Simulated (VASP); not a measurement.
SiNi (NiAs type): single point with PBE

Crystal: SiNi (NiAs type).

```
CELL_PARAMETERS angstrom
3.43378 0.00000 0.00000
-1.71689 2.97374 0.00000
0.00000 0.00000 4.73882
ATOMIC_POSITIONS crystal
Ni 0.00000 0.00000 0.00000
Ni 0.00000 0.00000 0.50000
Si 0.33333 0.66667 0.25000
Si 0.66667 0.33333 0.75000
```

This cell differs from its parent crystal: volume scaled by 0.94.

* Program: VASP 6.6.1
* Task: single point
* Functional: PBE
* Potentials or basis: VASP PAW PBE potentials, release 64 (Ni, Si)
* Cutoff: 520 eV
* k mesh: 11 × 11 × 6
* Occupations: fermi-dirac, width 0.1 eV
* Spin: no spin polarisation
* Dipole correction: no
* Further INCAR settings: ALGO = Normal; EDIFF = 1e-07; NBANDS = 22

```
Pressure               : 11.5 GPa
Band gap on the k mesh : zero (band 14 reaches 13.89 eV, above the bottom of band 15 at 8.66 eV)
```

Stress tensor (GPa, compression positive):
```
11.43  0.00  0.00
 0.00 11.43  0.00
 0.00  0.00 11.69
```

Levels at points of the mesh, in eV from the Fermi level:
| k point | band 10 | band 11 | band 12 | band 13 | band 14 | band 15 | band 16 | band 17 | band 18 | band 19 |
| --- | --- | --- | --- | --- | --- | --- | --- | --- | --- | --- |
| (0.00, 0.00, 0.00) | -2.79 | -1.60 | -1.60 | 0.35 | 2.51 | 2.51 | 4.95 | 4.95 | 5.40 | 6.43 |
| (0.00, 0.00, 0.50) | -2.66 | -2.66 | -2.66 | 2.48 | 2.48 | 4.54 | 4.54 | 4.54 | 4.54 | 7.27 |

It took 47 s on 1 thread of AMD EPYC 9R45 96-Core Processor (Zen 5), on a shared host, peak memory 0.17 GiB.

 Spin polarisation is off, so any magnetic state and its effect on volume and gap are missing.
